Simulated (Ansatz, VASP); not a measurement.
One calculation of TePb, two programs

File INCAR:

```
PREC     = Accurate       # precision mode
ENCUT    = 520            # plane-wave cutoff, eV
EDIFF    = 1E-7           # SCF threshold, eV
ISMEAR   = -1             # smearing method
SIGMA    = 0.05           # smearing width, eV
LREAL    = F              # projectors in reciprocal space
LASPH    = T              # aspherical terms in the spheres
NELM     = 80             # most SCF steps
ALGO     = Normal         # electronic algorithm
ISIF     = 2              # what is computed and relaxed
LWAVE    = F              # write WAVECAR
LCHARG   = F              # write CHGCAR
GGA      = PE             # functional
NBANDS   = 17             # bands
```

The input KPOINTS:

```
regular mesh
0
Gamma
  12 12 12
```

File POSCAR:

```
TePb
1.0
    0.0000000000      2.7684890847      2.7684890847
    2.7684890847      0.0000000000      2.7684890847
    2.7684890847      2.7684890847      0.0000000000
Pb Te
1 1
Direct
    0.0000000000      0.0000000000      0.0000000000
    0.2500000000      0.2500000000      0.2500000000
```

Input for Ansatz:

```yaml
crystal:
  lattice:
    - [0.0, 2.7684890847, 2.7684890847]
    - [2.7684890847, 0.0, 2.7684890847]
    - [2.7684890847, 2.7684890847, 0.0]
  atoms:
    - { symbol: Pb, position: [0.0, 0.0, 0.0] }
    - { symbol: Te, position: [0.25, 0.25, 0.25] }
kpoints:
  mp_grid: { grid: [12, 12, 12] }
scf:
  occupations: { method: fermi_dirac, width: 0.05 }
hamiltonian:
  xc: pbe
  pseudopotentials: { kind: all_electron, datasets: crystal }
output:
  forces: true
  stress: true
  eigenvalues: true
```

Change from the starting cell: volume scaled by 0.43, crystal datasets.

Alike in both runs: task single point; functional PBE; k mesh 12 × 12 × 12; occupations fermi-dirac, width 0.05 eV; no spin polarisation.

```csv
,VASP,Ansatz
version,VASP 6.6.1,Ansatz 0.2.0
potentials or method,"VASP PAW PBE potentials, release 64 (Pb_d, Te), cutoff 520 eV","all-electron PAW with datasets made for the crystal, scalar-relativistic"
```

|  | VASP | Ansatz | Ansatz less VASP |
| --- | --- | --- | --- |
| pressure (GPa) | 116.3 | 116.7 | +0.38 |

Both programs put the cell under a high pressure, so it lies far from rest at this level. Ansatz ran all-electron here, and VASP with PAW potentials.

Neither program's run includes spin-orbit coupling. Noted on VASP's run: the cell as given lies far from equilibrium.
